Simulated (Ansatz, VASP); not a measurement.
## CuF: VASP beside Ansatz

```
Cu F
1.0
     2.73846    0.00000    0.00000
     0.00000    2.73846    0.00000
     0.00000    0.00000    2.73846
Cu F
1 1
Direct
  0.00000 0.00000 0.00000
  0.50000 0.50000 0.50000
```

Alike in both runs: task single point; functional PBE; k mesh 6 × 6 × 6; occupations gaussian, width 0.05 eV; no spin polarisation.

|  | VASP | Ansatz |
| --- | --- | --- |
| version | VASP 6.6.1 | Ansatz 0.2.0 |
| potentials or method | VASP PAW PBE potentials, release 64 (Cu, F) | plane waves |
| plane-wave cutoff (eV) | 600 | 420 |
| valence electrons in the cell | 18 | 26 |

VASP gave:

| Quantity | Value |
| --- | --- |
| pressure (GPa) | 6.4 |

Task: What did Ansatz give for the same quantities?

Result: Pressure (GPa): 6.7.

VASP's potentials hold 18 valence electrons a cell and Ansatz's 26, so a difference there can come from the potentials and not from the codes.

The k mesh is coarse, so the values compare programs but aren't converged.
